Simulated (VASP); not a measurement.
# SiO2 in VASP: single point with PBE+D3(BJ)

Aim: the single point of SiO2 with PBE+D3(BJ).

Program: VASP 6.6.1. These are calculated values, not measurements. Logs are shortened: lines on timing, memory, paths and dates and some standing lists are left out, and cuts for length are marked.

## (1) The cell of the first run

The cell holds a slab with vacuum, 24 atoms: a = 5.913 Å, b = 5.332 Å, c = 15.768 Å, α = 90.00°, β = 90.00°, γ = 90.00°.

## (2) Single point, PBE+D3(BJ)

INCAR

```
SYSTEM = SiO2
ALGO = Normal
EDIFF = 1E-6
ENCUT = 520
GGA = PE
ISIF = 2
ISMEAR = -1
IVDW = 12
LASPH = .True.
LCHARG = .False.
LREAL = Auto
LWAVE = .False.
NBANDS = 82
NELM = 80
PREC = Accurate
SIGMA = 0.02
```

KPOINTS

```
k-points
0
Gamma
  2 2 1
  0 0 0
```

POSCAR

```
SiO2
1.0
    5.9131100000      0.0000000000      0.0000000000
    0.0000000000      5.3324000000      0.0000000000
    0.0000000000      0.0000000000     15.7677400000
Si O
8 16
Direct
    0.0000000000      0.0000000000      0.0634206000
    0.5000000000      0.2500000000      0.0634206000
    0.5000000000      0.0000000000      0.2860164298
    1.0000000000      0.2500000000      0.2599198224
    0.0000000000      0.5000000000      0.0634206000
    0.5000000000      0.7500000000      0.0634206000
    0.5000000000      0.5000000000      0.2860164298
    1.0000000000      0.7500000000      0.2599198224
    0.0000000000      0.0000000000      0.1735346277
    0.1937000000      0.2500000000      0.0634206000
    0.5000000000      0.0000000000      0.1238717972
    0.8063000000      0.2500000000      0.0634206000
    0.5000000000      0.0000000000      0.3902419204
    0.6879704090      0.2500000000      0.2566215142
    0.0000000000      0.0000000000      0.3243105251
    0.3120295910      0.2500000000      0.2566215142
    0.0000000000      0.5000000000      0.1735346277
    0.1937000000      0.7500000000      0.0634206000
    0.5000000000      0.5000000000      0.1238717972
    0.8063000000      0.7500000000      0.0634206000
    0.5000000000      0.5000000000      0.3902419204
    0.6879704090      0.7500000000      0.2566215142
    0.0000000000      0.5000000000      0.3243105251
    0.3120295910      0.7500000000      0.2566215142
```

Potentials or basis: VASP PAW PBE potentials, release 64 (Si, O).

Command:

```console
> cat potpaw_PBE.64/Si/POTCAR potpaw_PBE.64/O/POTCAR > POTCAR
> mpirun -np 1 vasp_std > vasp.out
```

OUTCAR:

```text
SYSTEM = SiO2
   EDIFF = 1E-6
   ENCUT = 520
   GGA = PE
   ISIF = 2
   ISMEAR = -1
   IVDW = 12
   LASPH = .True.
   LREAL = Auto
   NELM = 80
   PREC = Accurate
 IVDW          = 12

 ion  position               nearest neighbor table
   1  0.000  0.000  0.063-   9 1.74  10 1.76  12 1.76  18 1.76  20 1.76   5 2.67   5 2.67
   2  0.500  0.250  0.063-  11 1.64  19 1.64  12 1.81  10 1.81   6 2.67   6 2.67
   3  0.500  0.000  0.286-  13 1.64  14 1.80  16 1.80  22 1.80  24 1.80  11 2.56   7 2.67   7 2.67

   4  0.000  0.250  0.260-  15 1.68  23 1.68  16 1.85  14 1.85  17 1.91   9 1.91   8 2.67   8 2.67

   5  0.000  0.500  0.063-  17 1.74  12 1.76  10 1.76  18 1.76  20 1.76   1 2.67   1 2.67
   6  0.500  0.750  0.063-  11 1.64  19 1.64  18 1.81  20 1.81   2 2.67   2 2.67
   7  0.500  0.500  0.286-  21 1.64  16 1.80  14 1.80  22 1.80  24 1.80  19 2.56   3 2.67   3 2.67

   8  0.000  0.750  0.260-  15 1.68  23 1.68  22 1.85  24 1.85  17 1.91   9 1.91   4 2.67   4 2.67

   9  0.000  0.000  0.174-   1 1.74   4 1.91   8 1.91
  10  0.194  0.250  0.063-   1 1.76   5 1.76   2 1.81
  11  0.500  0.000  0.124-   2 1.64   6 1.64   3 2.56
  12  0.806  0.250  0.063-   1 1.76   5 1.76   2 1.81
  13  0.500  0.000  0.390-   3 1.64
  14  0.688  0.250  0.257-   3 1.80   7 1.80   4 1.85
  15  0.000  0.000  0.324-   4 1.68   8 1.68
  16  0.312  0.250  0.257-   3 1.80   7 1.80   4 1.85
  17  0.000  0.500  0.174-   5 1.74   4 1.91   8 1.91
  18  0.194  0.750  0.063-   1 1.76   5 1.76   6 1.81
  19  0.500  0.500  0.124-   2 1.64   6 1.64   7 2.56
  20  0.806  0.750  0.063-   1 1.76   5 1.76   6 1.81
  21  0.500  0.500  0.390-   7 1.64
  22  0.688  0.750  0.257-   3 1.80   7 1.80   8 1.85
  23  0.000  0.500  0.324-   4 1.68   8 1.68
  24  0.312  0.750  0.257-   3 1.80   7 1.80   8 1.85

  LATTYP: Found a simple orthorhombic cell.
 ALAT       =     5.3324000000
 B/A-ratio  =     1.1089021829
 C/A-ratio  =     2.9569687195

  Lattice vectors:

 A1 = (   0.0000000000,  -5.3324000000,   0.0000000000)
 A2 = (   5.9131100000,   0.0000000000,   0.0000000000)
 A3 = (   0.0000000000,   0.0000000000,  15.7677400000)

Analysis of symmetry for initial positions (statically):
=====================================================================
 Subroutine PRICEL returns following result:

  LATTYP: Found a simple orthorhombic cell.
 ALAT       =     2.6662000000
 B/A-ratio  =     2.2178043658
 C/A-ratio  =     5.9139374391

  Lattice vectors:

 A1 = (   0.0000000000,  -2.6662000000,   0.0000000000)
 A2 = (   5.9131100000,   0.0000000000,   0.0000000000)
 A3 = (   0.0000000000,   0.0000000000,  15.7677400000)

   2 primitive cells build up your supercell.

 Routine SETGRP: Setting up the symmetry group for a
 simple orthorhombic supercell.

 Subroutine GETGRP returns: Found  4 space group operations
 (whereof  4 operations were pure point group operations)
 out of a pool of  8 trial point group operations.

The static configuration has the point symmetry C_2v.

Analysis of symmetry for dynamics (positions and initial velocities):
=====================================================================
 Subroutine PRICEL returns following result:

  LATTYP: Found a simple orthorhombic cell.
 ALAT       =     2.6662000000
 B/A-ratio  =     2.2178043658
 C/A-ratio  =     5.9139374391

  Lattice vectors:

 A1 = (   0.0000000000,  -2.6662000000,   0.0000000000)
 A2 = (   5.9131100000,   0.0000000000,   0.0000000000)
 A3 = (   0.0000000000,   0.0000000000,  15.7677400000)

   2 primitive cells build up your supercell.

 Routine SETGRP: Setting up the symmetry group for a
 simple orthorhombic supercell.

 Subroutine GETGRP returns: Found  4 space group operations
 (whereof  4 operations were pure point group operations)
 out of a pool of  8 trial point group operations.

The dynamic configuration has the point symmetry C_2v.

 Subroutine INISYM returns: Found  4 space group operations
 (whereof  4 operations are pure point group operations),
 and found     2 'primitive' translations

----------------------------------------------------------------------------------------

                                     Primitive cell

  volume of cell :     248.5868

  direct lattice vectors                    reciprocal lattice vectors
     0.000000000 -2.666200000  0.000000000     0.000000000 -0.375065636  0.000000000
     5.913110000  0.000000000  0.000000000     0.169115745  0.000000000  0.000000000
     0.000000000  0.000000000 15.767740000     0.000000000  0.000000000  0.063420630

  length of vectors
     2.666200000  5.913110000 15.767740000     0.375065636  0.169115745  0.063420630

  position of ions in fractional coordinates (direct lattice)
     0.000000000  0.000000000  0.063420600
     0.500000000  0.500000000  0.063420600
     0.000000000  0.500000000  0.286016430
     0.500000000  0.000000000  0.259919822
     0.000000000  0.000000000  0.173534628
     0.500000000  0.193700000  0.063420600
     0.000000000  0.500000000  0.123871797
     0.500000000  0.806300000  0.063420600
     0.000000000  0.500000000  0.390241920
     0.500000000  0.687970409  0.256621514
     0.000000000  0.000000000  0.324310525
     0.500000000  0.312029591  0.256621514

  ion indices of the primitive-cell ions
   primitive index   ion index
                 1           1
                 2           2
                 3           3
                 4           4
                 5           9
                 6          10
                 7          11
                 8          12
                 9          13
                10          14
                11          15
                12          16

----------------------------------------------------------------------------------------

 KPOINTS: k-points

Automatic generation of k-mesh.
 Grid dimensions read from file:
 generate k-points for:    2    2    1

 Generating k-lattice:

  Cartesian coordinates                     Fractional coordinates (reciprocal lattice)
     0.084557872  0.000000000  0.000000000     0.500000000  0.000000000  0.000000000
     0.000000000  0.093766409  0.000000000     0.000000000  0.500000000  0.000000000
     0.000000000  0.000000000  0.063420630     0.000000000  0.000000000  1.000000000

  Length of vectors
     0.084557872  0.093766409  0.063420630

  Shift w.r.t. Gamma in fractional coordinates (k-lattice)
     0.000000000  0.000000000  0.000000000

 Subroutine IBZKPT returns following result:
 ===========================================

 Found      4 irreducible k-points:

 Following reciprocal coordinates:
            Coordinates               Weight
  0.000000  0.000000  0.000000      1.000000
  0.500000  0.000000  0.000000      1.000000
  0.000000  0.500000  0.000000      1.000000
  0.500000  0.500000  0.000000      1.000000
   k-points           NKPTS =      4   k-points in BZ     NKDIM =      4   number of bands    NBANDS=     82
   number of dos      NEDOS =    301   number of ions     NIONS =     24
   total plane-waves  NPLWV = 230400
   dimension x,y,z NGX =    48 NGY =   40 NGZ =  120
   dimension x,y,z NGXF=    96 NGYF=   80 NGZF=  240
   ions per type =               8  16
   NGX,Y,Z   is equivalent  to a cutoff of  13.50, 12.47, 12.65 a.u.
   NGXF,Y,Z  is equivalent  to a cutoff of  26.99, 24.94, 25.30 a.u.
 SYSTEM =  SiO2
   PREC   = accura    normal or accurate (medium, high low for compatibility)
   ISTART =      0    job   : 0-new  1-cont  2-samecut
   ICHARG =      2    charge: 1-file 2-atom 10-const
   ISPIN  =      1    spin polarized calculation?
   LNONCOLLINEAR =      F non collinear calculations
   LSORBIT =      F    spin-orbit coupling
   LASPH  =      T    aspherical Exc in radial PAW
   ENCUT  =  520.0 eV  38.22 Ry    6.18 a.u.  10.99  9.91 29.32*2*pi/ulx,y,z
   NELM   =     80;   NELMIN=  2; NELMDL= -5     # of ELM steps
   EDIFF  = 0.1E-05   stopping-criterion for ELM
   LREAL  =      T    real-space projection
   EDIFFG = 0.1E-04   stopping-criterion for IOM
   NSW    =      0    number of steps for IOM
   IBRION =     -1    ionic relax: 0-MD 1-quasi-New 2-CG
   NFREE  =      0    steps in history (QN), initial steepest desc. (CG)
   ISIF   =      2    stress and relaxation
   ISYM   =      2    0-nonsym 1-usesym 2-fastsym
   POTIM  = 0.5000    time-step for ionic-motion
   TEBEG  =    0.0;   TEEND  =   0.0 temperature during run
   PSTRESS=    0.0 pullay stress
   NELECT =     128.0000    total number of electrons
   NUPDOWN=      -1.0000    fix difference up-down
   EMIN   =  10.00;   EMAX   =-10.00  energy-range for DOS
   EFERMI =   0.00;   METHOD = LEGACY
   ISMEAR =    -1;   SIGMA  =   0.02  broadening in eV -4-tet -1-fermi 0-gaus
   EFERMI_NEDOS =   21; number of points for ismear=-14 and -15
   IALGO  =     38    algorithm
   IMIX   =      4    mixing-type and parameters
     AMIX     =   0.40;   BMIX     =  1.00
     AMIX_MAG =   1.60;   BMIX_MAG =  1.00
  volume/ion in A,a.u.               =      20.72       139.80
  Fermi-wavevector in a.u.,A,eV,Ry     =   1.041459  1.968072 14.757376  1.084637
  Thomas-Fermi vector in A             =   2.176080
   LORBIT       =      0    0 simple, 1 ext, 2 COOP (PROOUT), +10 PAW based schemes
   GGA     = PE    functional components
   LHFCALC =     F    Hartree Fock is set to
   AEXX    =    0.0000 exact exchange contribution
   IVDW    =    12    specifies the selected vdW correction
   LEPSILON=     F    determine dielectric tensor
   LRPA    =     F    only Hartree local field effects (RPA)
 non-spin polarized calculation
  energy-cutoff  :      520.00
  volume of cell :      497.17
 maximum number of plane-waves:     13448
 NGX is ok and might be reduce to    48
   NGX = 21   NGY = 19   NGZ = 59

 number of electron     127.9999924 magnetization

 Free energy of the ion-electron system (eV)
  ---------------------------------------------------
  ext. energy  EPLUGINS =         0.00000000
  ---------------------------------------------------
  free energy    TOTEN  =      -167.48998667 eV

  energy without entropy =     -167.45694854  energy(sigma->0) =     -167.47346760

 E-fermi :  -0.7461     XC(G=0):  -5.8223

 val. band max:       -0.7698100406   @ k =   0.5000   0.5000   0.0000
 cond. band min:      -0.7337446560   @ k =   0.0000   0.0000   0.0000
 fundamental gap:      0.0360653846
 Fermi energy:        -0.7460682122

 k-point     1 :       0.0000    0.0000    0.0000
  band No.  band energies     occupation
      1     -24.7524      2.00000
      2     -23.2775      2.00000
      3     -22.6671      2.00000
      4     -21.9538      2.00000
      5     -21.8414      2.00000
      6     -21.6329      2.00000
[... 68 lines left out ...]
     75       6.2560      0.00000
     76       6.5044      0.00000

 k-point     2 :       0.5000    0.0000    0.0000
  band No.  band energies     occupation
      1     -24.4994      2.00000
      2     -23.4689      2.00000
      3     -23.2049      2.00000
      4     -21.9648      2.00000
      5     -21.4101      2.00000
      6     -21.0811      2.00000
[... 68 lines left out ...]
     75       5.9241      0.00000
     76       6.1865      0.00000

 k-point     3 :       0.0000    0.5000    0.0000
  band No.  band energies     occupation
      1     -24.1253      2.00000
      2     -24.1253      2.00000
      3     -22.2842      2.00000
      4     -22.2842      2.00000
      5     -21.5049      2.00000
      6     -21.5049      2.00000
[... 68 lines left out ...]
     75       6.3040      0.00000
     76       6.3040      0.00000

 k-point     4 :       0.5000    0.5000    0.0000
  band No.  band energies     occupation
      1     -23.9272      2.00000
      2     -23.9272      2.00000
      3     -22.8693      2.00000
      4     -22.8693      2.00000
      5     -21.1073      2.00000
      6     -21.1073      2.00000
[... 68 lines left out ...]
     75       6.7847      0.00000
     76       6.7847      0.00000
 [bands above 76 left out]

------------------------ aborting loop because EDIFF is reached ----------------------------------------

 Edisp (eV)   -3.73096

 E8    (eV) :    -1.3323

  FORCE on cell =-STRESS in cart. coord.  units (eV):
  Direction    XX          YY          ZZ          XY          YZ          ZX
  --------------------------------------------------------------------------------------
  -------------------------------------------------------------------------------------
  Total      11.75930     1.03303    -0.66392     0.00000     0.00000     0.00000
  in kB      37.89518     3.32902    -2.13954     0.00000     0.00000     0.00000
  external pressure =       13.03 kB  Pullay stress =        0.00 kB

 VOLUME and BASIS-vectors are now :
 -----------------------------------------------------------------------------
  energy-cutoff  :      520.00
  volume of cell :      497.17
      direct lattice vectors                 reciprocal lattice vectors
     5.913110000  0.000000000  0.000000000     0.169115745  0.000000000  0.000000000
     0.000000000  5.332400000  0.000000000     0.000000000  0.187532818  0.000000000
     0.000000000  0.000000000 15.767740000     0.000000000  0.000000000  0.063420630

 POSITION                                       TOTAL-FORCE (eV/Angst)
 -----------------------------------------------------------------------------------
      0.00000      0.00000      1.00000         0.000000     -0.000000      6.725718
      2.95655      1.33310      1.00000         0.000000     -0.000000      0.305033
      2.95655      0.00000      4.50983         0.000000     -0.000000     -0.130894
      0.00000      1.33310      4.09835         0.000000     -0.000000     -0.105214
      0.00000      2.66620      1.00000         0.000000     -0.000000      6.725718
      2.95655      3.99930      1.00000         0.000000     -0.000000      0.305033
[... 16 lines left out ...]
      0.00000      2.66620      5.11364         0.000000      0.000000      0.052368
      1.84507      3.99930      4.04634        -0.037378     -0.000000      0.029512
 -----------------------------------------------------------------------------------
    total drift:                                0.000000      0.000000     -0.024805

  FREE ENERGIE OF THE ION-ELECTRON SYSTEM (eV)
  ---------------------------------------------------
  free  energy   TOTEN  =      -171.2209450505 eV

  energy  without entropy=     -171.1879069201  energy(sigma->0) =     -171.20442599
```

It took 6.8 min on 1 thread of Intel Xeon Platinum 8259CL at 2.50GHz (Skylake/Cascade Lake), shared host; peak memory 0.53 GiB.

Results:

- Free energy: -171.2209 eV
- Largest force: 6.726 eV/Å
- Band gap on the k mesh: zero (bands 64 and 65 overlap by 0.09 eV)
- Dispersion energy per atom: -0.155 eV

Forces in eV/Å, atoms in the order of the input:
```
Si   0.000  0.000  6.726
Si   0.000  0.000  0.305
Si   0.000  0.000 -0.131
Si   0.000  0.000 -0.105
Si   0.000  0.000  6.726
Si   0.000  0.000  0.305
Si   0.000  0.000 -0.131
Si   0.000  0.000 -0.105
O    0.000  0.000  0.095
O   -1.245  0.000 -3.564
O    0.000  0.000  0.043
O    1.245  0.000 -3.564
O    0.000  0.000  0.084
O    0.037  0.000  0.030
O    0.000  0.000  0.052
O   -0.037  0.000  0.030
O    0.000  0.000  0.095
O   -1.245  0.000 -3.564
O    0.000  0.000  0.043
O    1.245  0.000 -3.564
O    0.000  0.000  0.084
O    0.037  0.000  0.030
O    0.000  0.000  0.052
O   -0.037  0.000  0.030
```

Caveat: the k points lie up to 0.59 Å⁻¹ apart.
